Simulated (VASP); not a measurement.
# Rh (I4/mmm) in VASP: further runs, part 2 of 2

VASP 6.6.1. The steps go on from the part before.

### 4 Single point, PBEsol (strain +0.0150 x Voigt [0, 0, 1, 0, 0, 0])

Contents of INCAR:

```
SYSTEM = Rh
  ALGO = Fast
  EDIFF = 1E-7
  ENCUT = 520
  GGA = PS
  ISIF = 2
  ISMEAR = 0
  LASPH = .TRUE.
  LCHARG = .FALSE.
  LREAL = .FALSE.
  LWAVE = .FALSE.
  NBANDS = 14
  NELM = 80
  PREC = Accurate
  SIGMA = 0.15
```

Contents of KPOINTS:

```
k-points
0
G
  22 22 22
  0 0 0
```

Contents of POSCAR:

```
Rh
1.0
    0.0000000000      1.9015500000      1.9300732500
    1.9015500000      0.0000000000      1.9300732500
    1.9015500000      1.9015500000      0.0000000000
Rh
1
Direct
    0.0000000000      0.0000000000      0.0000000000
```

Potentials or basis: VASP PAW PBE potentials, release 64 (Rh_pv).

Run with:

```sh
$ cat potpaw_PBE.64/Rh_pv/POTCAR > POTCAR
$ mpirun -np 1 vasp_std > vasp.out
```

OUTCAR:

```text
SYSTEM = Rh
   EDIFF = 1E-7
   ENCUT = 520
   GGA = PS
   ISIF = 2
   ISMEAR = 0
   LASPH = .TRUE.
   LREAL = .FALSE.
   NELM = 80
   PREC = Accurate

 ion  position               nearest neighbor table
   1  0.000  0.000  0.000-

  LATTYP: Found a body centered tetragonal cell.
 ALAT       =     2.6891977995
 C/A-ratio  =     1.4354267658

  Lattice vectors:

 A1 = (  -1.9015500000,   0.0000000000,   1.9300732500)
 A2 = (   1.9015500000,   0.0000000000,   1.9300732500)
 A3 = (   0.0000000000,   1.9015500000,  -1.9300732500)

Analysis of symmetry for initial positions (statically):
=====================================================================
 Subroutine PRICEL returns:
 Original cell was already a primitive cell.

 Routine SETGRP: Setting up the symmetry group for a
 body centered tetragonal supercell.

 Subroutine GETGRP returns: Found 16 space group operations
 (whereof 16 operations were pure point group operations)
 out of a pool of 16 trial point group operations.

The static configuration has the point symmetry D_4h.

Analysis of symmetry for dynamics (positions and initial velocities):
=====================================================================
 Subroutine PRICEL returns:
 Original cell was already a primitive cell.

 Routine SETGRP: Setting up the symmetry group for a
 body centered tetragonal supercell.

 Subroutine GETGRP returns: Found 16 space group operations
 (whereof 16 operations were pure point group operations)
 out of a pool of 16 trial point group operations.

The dynamic configuration has the point symmetry D_4h.

 Subroutine INISYM returns: Found 16 space group operations
 (whereof 16 operations are pure point group operations),
 and found     1 'primitive' translations

----------------------------------------------------------------------------------------

                                     Primitive cell

[... 115 lines left out ...]
   AEXX    =    0.0000 exact exchange contribution
   IVDW    =     0    specifies the selected vdW correction
   LEPSILON=     F    determine dielectric tensor
   LRPA    =     F    only Hartree local field effects (RPA)
 non-spin polarized calculation
 RMM-DIIS sequential band-by-band and
 Gauss-broadening in eV      SIGMA  =   0.15
  energy-cutoff  :      520.00
  volume of cell :       13.96
 maximum number of plane-waves:       388
   NGX =  9   NGY =  9   NGZ =  9

 number of electron      15.0000004 magnetization

 Free energy of the ion-electron system (eV)
  ---------------------------------------------------
  ext. energy  EPLUGINS =         0.00000000
  ---------------------------------------------------
  free energy    TOTEN  =        -8.13087555 eV

  energy without entropy =       -8.11553848  energy(sigma->0) =       -8.12320702

 E-fermi :  11.4751     XC(G=0): -14.1212

 val. band max:       11.4740002141   @ k =   0.3636   0.3636   0.0000
 cond. band min:      11.4763932442   @ k =   0.4091   0.0455   0.3636
 fundamental gap:      0.0023930301
 Fermi energy:        11.4750902258

 k-point     1 :       0.0000    0.0000    0.0000
  band No.  band energies     occupation
      1     -34.8361      2.00000
      2     -34.8278      2.00000
      3     -34.8278      2.00000
      4       3.5371      2.00000
      5       8.3493      2.00000
      6       8.5090      2.00000
      7       8.5090      2.00000
      8      10.4191      2.00000
      9      10.6124      2.00000
     10      27.4276      0.00000
     11      31.8882      0.00000
     12      32.4920      0.00000
     13      32.9384      0.00000
     14      32.9384      0.00000
[... 377 lines left out ...]
      1     -35.5192      2.00000
      2     -34.9484      2.00000
      3     -34.9173      2.00000
      4       5.5076      2.00000
      5       8.2698      2.00000
      6       8.5245      2.00000
      7      11.2202      1.98376
      8      11.9157      0.00003
      9      12.9404      0.00000
     10      20.0804      0.00000
     11      27.0462      0.00000
     12      31.8857      0.00000
     13      32.1056      0.00000
     14      32.8114      0.00000

 [... further k-points ...]

------------------------ aborting loop because EDIFF is reached ----------------------------------------

  FORCE on cell =-STRESS in cart. coord.  units (eV):
  Direction    XX          YY          ZZ          XY          YZ          ZX
  --------------------------------------------------------------------------------------
  -------------------------------------------------------------------------------------
  Total       -0.6773285     -0.6773285     -0.9873381      0.0000000      0.0000000      0.0000000
  in kB      -77.7482556    -77.7482556   -113.3332129      0.0000000      0.0000000      0.0000000
  external PRESSURE =     -89.6099081 kB  Pullay stress =       0.0000000 kB

 VOLUME and BASIS-vectors are now :
 -----------------------------------------------------------------------------
  energy-cutoff  :      520.00
  volume of cell :       13.96
      direct lattice vectors                 reciprocal lattice vectors
     0.000000000  1.901550000  1.930073250    -0.262943388  0.262943388  0.259057525
     1.901550000  0.000000000  1.930073250     0.262943388 -0.262943388  0.259057525
     1.901550000  1.901550000  0.000000000     0.262943388  0.262943388 -0.259057525

 POSITION                                       TOTAL-FORCE (eV/Angst)
 -----------------------------------------------------------------------------------
      0.00000      0.00000      0.00000         0.000000      0.000000      0.000000
 -----------------------------------------------------------------------------------
    total drift:                                0.000000      0.000000      0.000000

  FREE ENERGIE OF THE ION-ELECTRON SYSTEM (eV)
  ---------------------------------------------------
  free  energy   TOTEN  =        -8.1308755546 eV

  energy  without entropy=       -8.1155384819  energy(sigma->0) =       -8.12320702
```

OSZICAR:

```text
N       E                     dE             d eps       ncg     rms          rms(c)
DAV:   1     0.119799005544E+03    0.11980E+03   -0.87410E+03 23472   0.114E+03
DAV:   2    -0.718667785461E+01   -0.12699E+03   -0.12118E+03 25578   0.341E+02
DAV:   3    -0.876393003210E+01   -0.15773E+01   -0.15747E+01 28230   0.418E+01
DAV:   4    -0.876977786752E+01   -0.58478E-02   -0.58475E-02 26928   0.261E+00
DAV:   5    -0.876982919574E+01   -0.51328E-04   -0.51328E-04 27750   0.216E-01    0.106E+01
RMM:   6    -0.815356825291E+01    0.61626E+00   -0.10157E+00 25050   0.978E+00    0.326E+00
RMM:   7    -0.813540901277E+01    0.18159E-01   -0.34935E-02 25888   0.200E+00    0.149E+00
RMM:   8    -0.813127689363E+01    0.41321E-02   -0.73186E-03 27660   0.985E-01    0.250E-01
RMM:   9    -0.813086679440E+01    0.41010E-03   -0.85578E-04 28634   0.323E-01    0.111E-02
RMM:  10    -0.813087674938E+01   -0.99550E-05   -0.96312E-05 28519   0.122E-01    0.102E-02
RMM:  11    -0.813087582663E+01    0.92275E-06   -0.37177E-06 28957   0.238E-02    0.319E-03
RMM:  12    -0.813087546937E+01    0.35725E-06   -0.68663E-07 26377   0.105E-02    0.800E-04
RMM:  13    -0.813087555457E+01   -0.85197E-07   -0.89841E-08 19648   0.392E-03
   1 F= -.81308756E+01 E0= -.81232070E+01  d E =-.153371E-01
```

stdout:

```text
POSCAR found type information on POSCAR Rh
 POSCAR found :  1 types and       1 ions
 scaLAPACK will be used
 -----------------------------------------------------------------------------
|                                                                             |
|                                                                             |
|     You enforced a specific xc type in the INCAR file but a different       |
|     I HOPE YOU KNOW WHAT YOU ARE DOING!                                     |
|                                                                             |
 -----------------------------------------------------------------------------

 LDA part: xc-table for (Slater+PW92), standard interpolation
 POSCAR, INCAR and KPOINTS ok, starting setup
 FFT: planning ... GRIDC
 FFT: planning ... GRID_SOFT
 FFT: planning ... GRID
 WAVECAR not read
 entering main loop
WARNING in EDDRMM: call to ZHEGV failed, returncode =   8  4     14
WARNING in EDDRMM: call to ZHEGV failed, returncode =   8  4     13
WARNING in EDDRMM: call to ZHEGV failed, returncode =   8  4     13
WARNING in EDDRMM: call to ZHEGV failed, returncode =   8  4     14
WARNING in EDDRMM: call to ZHEGV failed, returncode =   8  4     14
WARNING in EDDRMM: call to ZHEGV failed, returncode =   6  3     12
WARNING in EDDRMM: call to ZHEGV failed, returncode =   8  4     13
WARNING in EDDRMM: call to ZHEGV failed, returncode =   8  4     13
```

Wall time 2.8 min (1 thread of Intel Xeon Platinum 8259CL at 2.50GHz (Skylake/Cascade Lake), shared host); peak memory 0.25 GiB.

What came out:

```
Free energy : -8.1309 eV
Pressure    : -9.0 GPa
```

Stress tensor (GPa, compression positive):
```
 -7.77   0.00   0.00
  0.00  -7.77   0.00
  0.00   0.00 -11.33
```

Caveat: the cell differs from its parent crystal (strain +0.0150 x Voigt [0, 0, 1, 0, 0, 0]); the PAW data sets were made with another functional, which shifts forces and pressure a little.

### 5 Single point, PBEsol (strain +0.0100 x Voigt [0, 0, 1, 0, 0, 0])

Contents of INCAR:

```
  PREC = Accurate
  ENCUT = 520
  EDIFF = 1E-7
  ISMEAR = 0
  SIGMA = 0.15
  LREAL = F
  LASPH = T
  NELM = 60
  ALGO = Fast
  ISIF = 2
  LWAVE = F
  LCHARG = F
  GGA = PS
  NBANDS = 14
```

Contents of KPOINTS:

```
Automatic mesh
0
Gamma
  22 22 22
```

Contents of POSCAR:

```
Rh
1.0
    0.0000000000      1.9015500000      1.9205655000
    1.9015500000      0.0000000000      1.9205655000
    1.9015500000      1.9015500000      0.0000000000
Rh
1
Direct
    0.0000000000      0.0000000000      0.0000000000
```

Potentials or basis: VASP PAW PBE potentials, release 64 (Rh_pv).

Run with:

```sh
$ cat potpaw_PBE.64/Rh_pv/POTCAR > POTCAR
$ mpirun -np 1 vasp_std > vasp.out
```

OUTCAR:

```text
PREC = Accurate
   ENCUT = 520
   EDIFF = 1E-7
   ISMEAR = 0
   LREAL = F
   LASPH = T
   NELM = 60
   ISIF = 2
   GGA = PS

 ion  position               nearest neighbor table
   1  0.000  0.000  0.000-

  LATTYP: Found a body centered tetragonal cell.
 ALAT       =     2.6891977995
 C/A-ratio  =     1.4283556980

  Lattice vectors:

 A1 = (  -1.9015500000,   0.0000000000,   1.9205655000)
 A2 = (   1.9015500000,   0.0000000000,   1.9205655000)
 A3 = (   0.0000000000,   1.9015500000,  -1.9205655000)

Analysis of symmetry for initial positions (statically):
=====================================================================
 Subroutine PRICEL returns:
 Original cell was already a primitive cell.

 Routine SETGRP: Setting up the symmetry group for a
 body centered tetragonal supercell.

 Subroutine GETGRP returns: Found 16 space group operations
 (whereof 16 operations were pure point group operations)
 out of a pool of 16 trial point group operations.

The static configuration has the point symmetry D_4h.

Analysis of symmetry for dynamics (positions and initial velocities):
=====================================================================
[... 171 lines left out ...]
      6       8.5571      2.00000
      7       8.5571      2.00000
      8      10.5341      2.00000
      9      10.6638      2.00000
     10      27.5120      0.00000
     11      31.9634      0.00000
     12      32.7022      0.00000
     13      33.0039      0.00000
     14      33.0039      0.00000
[... 377 lines left out ...]
      1     -35.4499      2.00000
      2     -34.8660      2.00000
      3     -34.8412      2.00000
      4       5.5569      2.00000
      5       8.3596      2.00000
      6       8.5637      2.00000
      7      11.2996      1.98765
      8      12.0211      0.00002
      9      13.0259      0.00000
     10      20.2212      0.00000
     11      27.1434      0.00000
     12      31.9621      0.00000
     13      32.2774      0.00000
     14      32.9024      0.00000

 [... further k-points ...]

------------------------ aborting loop because EDIFF is reached ----------------------------------------

  FORCE on cell =-STRESS in cart. coord.  units (eV):
  Direction    XX          YY          ZZ          XY          YZ          ZX
  --------------------------------------------------------------------------------------
  -------------------------------------------------------------------------------------
  Total       -0.6014144     -0.6014144     -0.8099901      0.0000000     -0.0000000      0.0000000
  in kB      -69.3760838    -69.3760838    -93.4363091      0.0000000     -0.0000000      0.0000000
  external PRESSURE =     -77.3961589 kB  Pullay stress =       0.0000000 kB

 VOLUME and BASIS-vectors are now :
 -----------------------------------------------------------------------------
  energy-cutoff  :      520.00
  volume of cell :       13.89
      direct lattice vectors                 reciprocal lattice vectors
     0.000000000  1.901550000  1.920565500    -0.262943388  0.262943388  0.260339988
     1.901550000  0.000000000  1.920565500     0.262943388 -0.262943388  0.260339988
     1.901550000  1.901550000  0.000000000     0.262943388  0.262943388 -0.260339988

 POSITION                                       TOTAL-FORCE (eV/Angst)
 -----------------------------------------------------------------------------------
      0.00000      0.00000      0.00000         0.000000      0.000000     -0.000000
 -----------------------------------------------------------------------------------
    total drift:                                0.000000      0.000000      0.000000

  FREE ENERGIE OF THE ION-ELECTRON SYSTEM (eV)
  ---------------------------------------------------
  free  energy   TOTEN  =        -8.1352587572 eV

  energy  without entropy=       -8.1200460869  energy(sigma->0) =       -8.12765242
```

stdout:

```text
POSCAR found type information on POSCAR Rh
 POSCAR found :  1 types and       1 ions
 scaLAPACK will be used
 -----------------------------------------------------------------------------
|                                                                             |
|                                                                             |
|     You enforced a specific xc type in the INCAR file but a different       |
|     I HOPE YOU KNOW WHAT YOU ARE DOING!                                     |
|                                                                             |
 -----------------------------------------------------------------------------

 LDA part: xc-table for (Slater+PW92), standard interpolation
 POSCAR, INCAR and KPOINTS ok, starting setup
 FFT: planning ... GRIDC
 FFT: planning ... GRID_SOFT
 FFT: planning ... GRID
 WAVECAR not read
 entering main loop
WARNING in EDDRMM: call to ZHEGV failed, returncode =   6  3     13
WARNING in EDDRMM: call to ZHEGV failed, returncode =   8  4     13
WARNING in EDDRMM: call to ZHEGV failed, returncode =   8  4     14
WARNING in EDDRMM: call to ZHEGV failed, returncode =   8  4     14
```

Wall time 2.4 min (1 thread of Intel Xeon Platinum 8259CL at 2.50GHz (Skylake/Cascade Lake), shared host); peak memory 0.25 GiB.

What came out:

* Free energy: -8.1353 eV
* Pressure: -7.7 GPa

Stress tensor (GPa, compression positive):
```
-6.94  0.00  0.00
 0.00 -6.94  0.00
 0.00  0.00 -9.34
```

Caveat: the cell differs from its parent crystal (strain +0.0100 x Voigt [0, 0, 1, 0, 0, 0]); the PAW data sets were made with another functional, which shifts forces and pressure a little.

### 6 Overview

| cell | further INCAR settings | gap on the mesh (eV) | pressure (GPa) |
| --- | --- | --- | --- |
| a = 2.682, b = 2.682, c = 2.689 Å, angles 59.9, 59.9, 60.2°, 1 atom | ALGO = Fast; EDIFF = 1e-06; NBANDS = 14 | none | -3.7 |
| a = 2.696, b = 2.696, c = 2.689 Å, angles 60.1, 60.1, 59.8°, 1 atom | ALGO = Fast; EDIFF = 1e-06; NBANDS = 14 | none | -6.5 |
| a = 2.709, b = 2.709, c = 2.689 Å, angles 60.2, 60.2, 59.5°, 1 atom | ALGO = Fast; EDIFF = 1e-07; NBANDS = 14 | none | -9.0 |
| a = 2.703, b = 2.703, c = 2.689 Å, angles 60.2, 60.2, 59.7°, 1 atom | ALGO = Fast; EDIFF = 1e-07; NBANDS = 14 | none | -7.7 |

Alike in all rows: task single point; level PBEsol; potentials or basis VASP PAW PBE potentials, release 64 (Rh_pv); no spin polarisation; k mesh 22 × 22 × 22; cutoff (eV) 520; smearing gaussian 0.15 eV.

Caveats: the PAW data sets were made with another functional, which shifts forces and pressure a little.

Total energies depend on the potentials used, so only differences within one code and one set of settings carry meaning.
